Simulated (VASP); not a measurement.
A run of VASP 6.6.1:

INCAR

```
SYSTEM = Mo
PREC = Accurate
ENCUT = 520
EDIFF = 1E-7
ISMEAR = 1
SIGMA = 0.1
LREAL = .False.
LASPH = .True.
NELM = 80
ALGO = Normal
ISIF = 2
LWAVE = .False.
LCHARG = .False.
GGA = PS
NBANDS = 13
```

The input KPOINTS:

```
regular mesh
0
Gamma
  14 14 13
  0 0 0
```

Contents of POSCAR:

```
Mo
1.0
    2.7355100000      0.0000000000      0.0000000000
   -1.3677550000      2.3690210000      0.0000000000
    0.0000000000      0.0000000000      2.5551810000
Mo
1
Direct
    0.0000000000      0.0000000000      0.5000000000
```

Potentials or basis: VASP PAW PBE potentials, release 64 (Mo_sv).

Run with:

```console
$ cat potpaw_PBE.64/Mo_sv/POTCAR > POTCAR
$ mpirun -np 1 vasp_std > vasp.out
```

Hardware: 1 thread of Intel(R) Xeon(R) Platinum 8259CL CPU @ 2.50GHz (Skylake/Cascade Lake), on a shared host.

Q: Estimate the wall time of this run.

A: Wall time 21 s on 1 thread of Intel(R) Xeon(R) Platinum 8259CL CPU @ 2.50GHz (Skylake/Cascade Lake) (shared host), peak memory 0.15 GiB. Counts: scf iterations 11, k points 168.
